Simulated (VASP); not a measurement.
# Zn6O (R-3m) in VASP: a series of runs

The runs below take Zn6O through relaxation of cell and atoms, with PBE.

Everything below comes from runs of VASP 6.6.1. Logs are shortened: lines on timing, memory, paths and dates and some standing lists are left out, and cuts for length are marked.

## (1) The cell of the first run

It takes space group R-3m (No. 166, trigonal). Conventional cell: a = 4.652 Å, b = 4.652 Å, c = 17.590 Å, α = 90.00°, β = 90.00°, γ = 120.00°. Zn (site symmetry 3m) has 1 O at 2.48 Å and 12 Zn at 2.72 to 3.40 Å within 3.4 Å. Within 3.1 Å of Zn (site symmetry 2/m) lie 2 O at 2.33 Å and 4 Zn at 2.33 Å. Zn (site symmetry -3m) has 12 Zn at 2.72 to 3.22 Å within 3.6 Å. Within 3.1 Å of O (site symmetry -3m) lie 8 Zn at 2.33 to 2.48 Å.

The cell was generated, and may not be a known phase.

## (2) Relaxation of cell and atoms, PBE

File INCAR:

```
SYSTEM = Zn6O
PREC = Accurate
ENCUT = 600
EDIFF = 1E-7
ISMEAR = 0
SIGMA = 0.2
LREAL = .False.
LASPH = .True.
NELM = 80
ALGO = Normal
ISIF = 3
LWAVE = .False.
LCHARG = .False.
GGA = PE
IBRION = 2
NSW = 36
EDIFFG = -0.08
```

File KPOINTS:

```
regular mesh
0
Gamma
  4 4 4
  0 0 0
```

File POSCAR:

```
Zn6O
1.0
    2.3257987600      1.3428005400      5.8634715700
   -2.3257987600      1.3428005400      5.8634715700
    0.0000000000     -2.6856010900      5.8634715700
Zn O
6 1
Direct
    0.8590153800      0.8590153800      0.8590153800
    0.1409846200      0.1409846200      0.1409846200
    0.5000000000      0.5000000000      0.0000000000
    0.0000000000      0.5000000000      0.5000000000
    0.5000000000      0.0000000000      0.5000000000
    0.5000000000      0.5000000000      0.5000000000
    0.0000000000      0.0000000000      0.0000000000
```

Potentials or basis: VASP PAW PBE potentials, release 64 (Zn, O).

Started as:

```bash
$ cat potpaw_PBE.64/Zn/POTCAR potpaw_PBE.64/O/POTCAR > POTCAR
$ mpirun -np 1 vasp_std > vasp.out
```

OUTCAR:

```text
SYSTEM = Zn6O
   PREC = Accurate
   ENCUT = 600
   EDIFF = 1E-7
   ISMEAR = 0
   LREAL = .False.
   LASPH = .True.
   NELM = 80
   ISIF = 3
   GGA = PE
   IBRION = 2
   NSW = 36
   EDIFFG = -0.08

 ion  position               nearest neighbor table
   1  0.859  0.859  0.859-   7 2.48   6 2.72   6 2.72   6 2.72   2 2.83   2 2.83   2 2.83
   2  0.141  0.141  0.141-   7 2.48   6 2.72   6 2.72   6 2.72   1 2.83   1 2.83   1 2.83
   3  0.500  0.500  0.000-   7 2.33   7 2.33   5 2.33   4 2.33   4 2.33   5 2.33
   4  0.000  0.500  0.500-   5 2.33   5 2.33   3 2.33   7 2.33   3 2.33   7 2.33
   5  0.500  0.000  0.500-   4 2.33   4 2.33   3 2.33   3 2.33   7 2.33   7 2.33
   6  0.500  0.500  0.500-   2 2.72   2 2.72   1 2.72   1 2.72   2 2.72   1 2.72
   7  0.000  0.000  0.000-   3 2.33   3 2.33   4 2.33   4 2.33   5 2.33   5 2.33   1 2.48   2 2.48

  LATTYP: Found a trigonal (rhomboedric) cell.
 ALAT       =     6.4492442979
 COS(alpha) =     0.7398902633

  Lattice vectors:

 A1 = (   2.3257987600,   1.3428005400,   5.8634715700)
 A2 = (  -2.3257987600,   1.3428005400,   5.8634715700)
 A3 = (   0.0000000000,  -2.6856010900,   5.8634715700)

Analysis of symmetry for initial positions (statically):
=====================================================================
 Subroutine PRICEL returns:
 Original cell was already a primitive cell.

 Routine SETGRP: Setting up the symmetry group for a
 trigonal (rhombohedral) supercell.

 Subroutine GETGRP returns: Found 12 space group operations
 (whereof 12 operations were pure point group operations)
 out of a pool of 12 trial point group operations.

The static configuration has the point symmetry D_3d.

Analysis of symmetry for dynamics (positions and initial velocities):
=====================================================================
 Subroutine PRICEL returns:
 Original cell was already a primitive cell.

 Routine SETGRP: Setting up the symmetry group for a
 trigonal (rhombohedral) supercell.

 Subroutine GETGRP returns: Found 12 space group operations
 (whereof 12 operations were pure point group operations)
 out of a pool of 12 trial point group operations.

The dynamic configuration has the point symmetry D_3d.

 Subroutine INISYM returns: Found 12 space group operations
 (whereof 12 operations are pure point group operations),
 and found     1 'primitive' translations

----------------------------------------------------------------------------------------

                                     Primitive cell

  volume of cell :     109.8727

  direct lattice vectors                    reciprocal lattice vectors
     2.325798760  1.342800540  5.863471570     0.214979907  0.124118707  0.056849143
    -2.325798760  1.342800540  5.863471570    -0.214979907  0.124118707  0.056849143
     0.000000000 -2.685601090  5.863471570     0.000000000 -0.248237413  0.056849143

  length of vectors
     6.449244298  6.449244298  6.449244302     0.254663776  0.254663776  0.254663775

  position of ions in fractional coordinates (direct lattice)
     0.859015380  0.859015380  0.859015380
     0.140984620  0.140984620  0.140984620
     0.500000000  0.500000000  0.000000000
     0.000000000  0.500000000  0.500000000
     0.500000000  0.000000000  0.500000000
     0.500000000  0.500000000  0.500000000
     0.000000000  0.000000000  0.000000000

  ion indices of the primitive-cell ions
   primitive index   ion index
                 1           1
                 2           2
                 3           3
                 4           4
                 5           5
                 6           6
                 7           7

----------------------------------------------------------------------------------------

 KPOINTS: regular mesh

Automatic generation of k-mesh.
 Grid dimensions read from file:
 generate k-points for:    4    4    4

 Generating k-lattice:

  Cartesian coordinates                     Fractional coordinates (reciprocal lattice)
     0.053744977  0.031029677  0.014212286     0.250000000  0.000000000 -0.000000000
    -0.053744977  0.031029677  0.014212286     0.000000000  0.250000000 -0.000000000
     0.000000000 -0.062059353  0.014212286     0.000000000  0.000000000  0.250000000

  Length of vectors
     0.063665944  0.063665944  0.063665944

  Shift w.r.t. Gamma in fractional coordinates (k-lattice)
     0.000000000  0.000000000  0.000000000

 Subroutine IBZKPT returns following result:
 ===========================================

 Found     13 irreducible k-points:

 Following reciprocal coordinates:
            Coordinates               Weight
  0.000000  0.000000  0.000000      1.000000
  0.250000  0.000000 -0.000000      6.000000
  0.500000  0.000000 -0.000000      3.000000
  0.250000  0.250000 -0.000000      6.000000
  0.500000  0.250000  0.000000     12.000000
 -0.250000  0.250000  0.000000      6.000000
  0.500000  0.500000 -0.000000      3.000000
  0.250000  0.250000  0.250000      2.000000
  0.500000  0.250000  0.250000      6.000000
 -0.250000  0.250000  0.250000      6.000000
  0.500000  0.500000  0.250000      6.000000
 -0.250000  0.500000  0.250000      6.000000
  0.500000  0.500000  0.500000      1.000000
   k-points           NKPTS =     13   k-points in BZ     NKDIM =     13   number of bands    NBANDS=     46
   number of dos      NEDOS =    301   number of ions     NIONS =      7
   total plane-waves  NPLWV = 157464
   dimension x,y,z NGX =    54 NGY =   54 NGZ =   54
   dimension x,y,z NGXF=   108 NGYF=  108 NGZF=  108
   ions per type =               6   1
   NGX,Y,Z   is equivalent  to a cutoff of  13.92, 13.92, 13.92 a.u.
   NGXF,Y,Z  is equivalent  to a cutoff of  27.84, 27.84, 27.84 a.u.
 SYSTEM =  Zn6O
   PREC   = accura    normal or accurate (medium, high low for compatibility)
   ISTART =      0    job   : 0-new  1-cont  2-samecut
   ICHARG =      2    charge: 1-file 2-atom 10-const
   ISPIN  =      1    spin polarized calculation?
   LNONCOLLINEAR =      F non collinear calculations
   LSORBIT =      F    spin-orbit coupling
   LASPH  =      T    aspherical Exc in radial PAW
   ENCUT  =  600.0 eV  44.10 Ry    6.64 a.u.  12.88 12.88 12.88*2*pi/ulx,y,z
   NELM   =     80;   NELMIN=  2; NELMDL= -5     # of ELM steps
   EDIFF  = 0.1E-06   stopping-criterion for ELM
   LREAL  =      F    real-space projection
   EDIFFG = -.8E-01   stopping-criterion for IOM
   NSW    =     36    number of steps for IOM
   IBRION =      2    ionic relax: 0-MD 1-quasi-New 2-CG
   NFREE  =      1    steps in history (QN), initial steepest desc. (CG)
   ISIF   =      3    stress and relaxation
   ISYM   =      2    0-nonsym 1-usesym 2-fastsym
   POTIM  = 0.5000    time-step for ionic-motion
   TEBEG  =    0.0;   TEEND  =   0.0 temperature during run
   PSTRESS=    0.0 pullay stress
   NELECT =      78.0000    total number of electrons
   NUPDOWN=      -1.0000    fix difference up-down
   EMIN   =  10.00;   EMAX   =-10.00  energy-range for DOS
   EFERMI =   0.00;   METHOD = LEGACY
   ISMEAR =     0;   SIGMA  =   0.20  broadening in eV -4-tet -1-fermi 0-gaus
   EFERMI_NEDOS =   21; number of points for ismear=-14 and -15
   IALGO  =     38    algorithm
   IMIX   =      4    mixing-type and parameters
     AMIX     =   0.40;   BMIX     =  1.00
     AMIX_MAG =   1.60;   BMIX_MAG =  1.00
  volume/ion in A,a.u.               =      15.70       105.92
  Fermi-wavevector in a.u.,A,eV,Ry     =   1.460416  2.759785 29.018692  2.132814
  Thomas-Fermi vector in A             =   2.576868
   LORBIT       =      0    0 simple, 1 ext, 2 COOP (PROOUT), +10 PAW based schemes
   GGA     = PE    functional components
   LHFCALC =     F    Hartree Fock is set to
   AEXX    =    0.0000 exact exchange contribution
   IVDW    =     0    specifies the selected vdW correction
   LEPSILON=     F    determine dielectric tensor
   LRPA    =     F    only Hartree local field effects (RPA)
 conjugate gradient relaxation of ions
 non-spin polarized calculation
 Gauss-broadening in eV      SIGMA  =   0.20
  energy-cutoff  :      600.00
  volume of cell :      109.87
 maximum number of plane-waves:      3683
 NGX is ok and might be reduce to    54
   NGX = 25   NGY = 25   NGZ = 25

--------------------------------------- Ionic step        1  -------------------------------------------

 number of electron      78.0000007 magnetization

 Free energy of the ion-electron system (eV)
  ---------------------------------------------------
  ext. energy  EPLUGINS =         0.00000000
  ---------------------------------------------------
  free energy    TOTEN  =       -11.37616973 eV

  energy without entropy =      -11.31950526  energy(sigma->0) =      -11.34783749

------------------------ aborting loop because EDIFF is reached ----------------------------------------

  FORCE on cell =-STRESS in cart. coord.  units (eV):
  Direction    XX          YY          ZZ          XY          YZ          ZX
  --------------------------------------------------------------------------------------
  -------------------------------------------------------------------------------------
  Total        5.3567664      5.3567664     -4.7431496      0.0000000      0.0000000     -0.0000000
  in kB       78.1130461     78.1130465    -69.1652085      0.0000000      0.0000000     -0.0000000
  external PRESSURE =      29.0202947 kB  Pullay stress =       0.0000000 kB
[... 104 lines left out ...]
  FREE ENERGIE OF THE ION-ELECTRON SYSTEM (eV)
  ---------------------------------------------------
  free  energy   TOTEN  =       -11.8086027425 eV

  energy  without entropy=      -11.7569838922  energy(sigma->0) =      -11.78279332

[... ionic steps 4 to 11 ...]

--------------------------------------- Ionic step       12  -------------------------------------------

 number of electron      78.0000006 magnetization

------------------------ aborting loop because EDIFF is reached ----------------------------------------

  FORCE on cell =-STRESS in cart. coord.  units (eV):
  Direction    XX          YY          ZZ          XY          YZ          ZX
  --------------------------------------------------------------------------------------
  -------------------------------------------------------------------------------------
  Total        1.0694352      1.0694352      2.3584576      0.0000000     -0.0000000      0.0000000
  in kB       17.2596456     17.2596457     38.0632156      0.0000000     -0.0000000      0.0000000
  external PRESSURE =      24.1941690 kB  Pullay stress =       0.0000000 kB
[... 67 lines left out ...]
  energy  without entropy=      -12.8764036113  energy(sigma->0) =      -12.88257260

--------------------------------------- Ionic step       14  -------------------------------------------

 number of electron      77.9999998 magnetization

 Free energy of the ion-electron system (eV)
  ---------------------------------------------------
  ext. energy  EPLUGINS =         0.00000000
  ---------------------------------------------------
  free energy    TOTEN  =       -12.90107495 eV

  energy without entropy =      -12.88859458  energy(sigma->0) =      -12.89483476

 E-fermi :   3.1283     XC(G=0): -11.3737

 val. band max:        2.7603173643   @ k =   0.5000   0.2500   0.2500
 cond. band min:       3.2135449928   @ k =  -0.2500   0.5000   0.2500
 fundamental gap:      0.4532276285
 Fermi energy:         3.1282550194

 k-point     1 :       0.0000    0.0000    0.0000
  band No.  band energies     occupation
      1     -15.3709      2.00000
      2      -6.7046      2.00000
      3      -5.5204      2.00000
      4      -5.4468      2.00000
      5      -5.3261      2.00000
      6      -5.3261      2.00000
[... 660 lines left out ...]
  FREE ENERGIE OF THE ION-ELECTRON SYSTEM (eV)
  ---------------------------------------------------
  free  energy   TOTEN  =       -12.9010749460 eV

  energy  without entropy=      -12.8885945781  energy(sigma->0) =      -12.89483476

 reached required accuracy - stopping structural energy minimisation
```

It took 64 min on 1 thread of AMD EPYC 7R13, shared host; peak memory 0.42 GiB.

Results:

```yaml
Free_energy: -12.9011 eV
Relaxed_volume: 14.52 Å³/atom
Relaxed_cell: a = 5.205 Å, b = 5.205 Å, c = 5.205 Å, α = 60.86°, β = 60.86°, γ = 60.86°
Space_group_after_relaxing_to_0.1_Å: R-3m (No. 166)
Energy_gained_by_relaxing: 217.8 meV/atom
Ionic_steps: 14
Pressure_after_relaxing: 0.0 GPa
Largest_force_after_relaxing: 0.032 eV/Å
Band_gap_on_the_k_mesh: zero (bands 39 and 40 overlap by 0.62 eV)
```

Forces on the atoms (eV/Å):
```
Zn   0.000  0.000 -0.032
Zn   0.000  0.000  0.032
Zn   0.000  0.000  0.000
Zn   0.000  0.000  0.000
Zn   0.000  0.000  0.000
Zn   0.000  0.000  0.000
O    0.000  0.000  0.000
```

The path:
```tsv
step	energy change (eV)	largest force (eV/Å)	pressure (GPa)	volume (Å³)
1	0.0000	0.1822	2.90	109.87
2	-0.3529	0.1380	-3.13	114.27
3	-0.4324	0.0588	-6.22	117.59
4	-0.7643	0.0853	-5.81	113.05
5	-1.2400	1.6568	4.32	98.38
6	-1.2611	0.8328	-0.35	102.59
7	-1.2767	1.1038	1.26	100.92
8	-1.4008	0.8284	1.21	100.37
9	-1.3626	0.3790	4.54	98.12
10	-1.4903	0.5482	1.99	99.60
11	-1.4948	0.2562	2.73	99.08
12	-1.4997	0.3694	2.42	99.27
13	-1.5126	0.1671	-1.63	103.36
14	-1.5249	0.0318	-0.02	101.63
```

Final structure:
```
Zn O
1.0
     2.63615    1.52198    4.22158
    -2.63615    1.52198    4.22158
     0.00000   -3.04397    4.22158
Zn O
6 1
Direct
  0.84468 0.84468 0.84468
  0.15532 0.15532 0.15532
  0.50000 0.50000 0.00000
  0.00000 0.50000 0.50000
  0.50000 0.00000 0.50000
  0.50000 0.50000 0.50000
  0.00000 0.00000 0.00000
```

Caveat: the k points lie up to 0.37 Å⁻¹ apart in the final cell, too coarse for converged energies and pressures of a metal; semilocal functionals underestimate gaps, and a narrow one can read as zero; a cell axis changed by over 15 % at a fixed basis, so the end point is rough.

## (3) Relaxation of cell and atoms, PBE

This run uses another cell than the first one, of 14.36 Å³/atom.

File INCAR:

```
ALGO = Fast
EDIFF = 1E-6
EDIFFG = -0.01
ENCUT = 600
GGA = PE
IBRION = 2
ISIF = 3
ISMEAR = 0
LASPH = True
LCHARG = False
LREAL = False
LWAVE = False
NELM = 60
NSW = 100
PREC = Accurate
SIGMA = 0.1
```

File KPOINTS:

```
k-points
0
Gamma
  6 6 6
```

File POSCAR:

```
Zn6O
1.0
    2.6322546393      1.5197329245      4.1875636043
   -2.6322546393      1.5197329245      4.1875636043
    0.0000000000     -3.0394658491      4.1875636043
Zn O
6 1
Direct
    0.8439357893      0.8439357893      0.8439357893
    0.1560642107      0.1560642107      0.1560642107
    0.5000000000      0.5000000000      0.0000000000
    0.0000000000      0.5000000000      0.5000000000
    0.5000000000      0.0000000000      0.5000000000
    0.5000000000      0.5000000000      0.5000000000
    0.0000000000      0.0000000000      0.0000000000
```

Potentials or basis: VASP PAW PBE potentials, release 64 (Zn, O).

Started as:

```bash
$ cat potpaw_PBE.64/Zn/POTCAR potpaw_PBE.64/O/POTCAR > POTCAR
$ mpirun -np 1 vasp_std > vasp.out
```

It took 16 min on 1 thread of Oxide Virtual Turin-like, shared host; peak memory 0.31 GiB.

Results (log left out):

```yaml
Free_energy: -12.7180 eV
Relaxed_volume: 14.42 Å³/atom
Relaxed_cell: a = 5.215 Å, b = 5.215 Å, c = 5.215 Å, α = 60.27°, β = 60.27°, γ = 60.27°
Space_group_after_relaxing_to_0.1_Å: R-3m (No. 166)
Energy_gained_by_relaxing: 0.8 meV/atom
Ionic_steps: 7
Pressure_after_relaxing: -0.1 GPa
Largest_force_after_relaxing: 0.003 eV/Å
Band_gap_on_the_k_mesh: zero (bands 39 and 40 overlap by 0.60 eV)
```

Forces in eV/Å, atoms in the order of the input:
```
Zn   0.000  0.000 -0.003
Zn   0.000  0.000  0.003
Zn   0.000  0.000  0.000
Zn   0.000  0.000  0.000
Zn   0.000  0.000  0.000
Zn   0.000  0.000  0.000
O    0.000  0.000  0.000
```

The path:
```
step  energy change (eV)  largest force (eV/Å)  pressure (GPa)  volume (Å³)
   1              0.0000                0.0431            0.72       100.51
   2             -0.0033                0.0483           -0.09       101.45
   3             -0.0033                0.0527           -0.39       101.51
   4             -0.0033                0.0481           -0.24       101.47
   5             -0.0041                0.0363           -0.22       101.36
   6             -0.0053                0.0052           -0.10       101.02
   7             -0.0055                0.0034           -0.07       100.92
```

Final structure:
```xyz
7
Lattice="2.6183 1.5117 4.2493 -2.6183 1.5117 4.2493 0.0000 -3.0234 4.2493" Properties=species:S:1:pos:R:3 pbc="T T T"
Zn    0.0000    0.0000   10.7653
Zn    0.0000    0.0000    1.9826
Zn    0.0000   -1.5117    8.4986
Zn    1.3092    0.7559    8.4986
Zn   -1.3092    0.7559    8.4986
Zn    0.0000    0.0000    6.3740
O     0.0000    0.0000   12.7479
```

Levels at points of the mesh, in eV from the Fermi level:
```csv
k point,band 35,band 36,band 37,band 38,band 39,band 40,band 41,band 42,band 43,band 44
"(0.00, 0.00, 0.00)",-4.08,-2.79,-1.45,-0.50,-0.32,-0.32,0.29,0.29,1.00,2.84
"(0.50, 0.00, 0.00)",-3.85,-2.61,-2.43,-1.69,-1.35,0.50,0.98,1.53,3.50,4.18
"(0.50, 0.50, 0.00)",-4.95,-4.19,-2.13,-1.31,-0.91,-0.42,4.00,4.68,4.89,5.00
"(0.50, 0.50, 0.50)",-4.40,-3.50,-2.89,-1.30,-1.30,1.23,1.23,1.40,4.91,4.93
```

Caveat: semilocal functionals underestimate gaps, and a narrow one can read as zero.

The gap in the log of VASP goes by the Fermi energy; the results here count the filled bands.